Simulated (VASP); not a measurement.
A run of VASP 6.6.1 is set up as follows.

Contents of INCAR:

```
SYSTEM = Cu
ALGO = Normal ; EDIFF = 1E-6
ENCUT = 520 ; GGA = PS
ISIF = 2 ; ISMEAR = -1
LASPH = .TRUE. ; LCHARG = .FALSE.
LREAL = .FALSE. ; LWAVE = .FALSE.
NBANDS = 12 ; NELM = 80
PREC = Accurate ; SIGMA = 0.1
```

File KPOINTS:

```
k-points
0
G
  17 17 17
  0 0 0
```

POSCAR

```
Cu
1.0
   -1.4526291116      1.4526291116      1.4526291116
    1.4526291116     -1.4526291116      1.4526291116
    1.4526291116      1.4526291116     -1.4526291116
Cu
1
Direct
    0.0000000000      0.0000000000      0.0000000000
```

Potentials or basis: VASP PAW PBE potentials, release 64 (Cu).

Run with:

```sh
$ cat potpaw_PBE.64/Cu/POTCAR > POTCAR
$ mpirun -np 1 vasp_std > vasp.out
```

Question: Predict the pressure.

Answer: -9.8 GPa.

Caveat: the PAW data sets were made with another functional, which shifts forces and pressure a little.
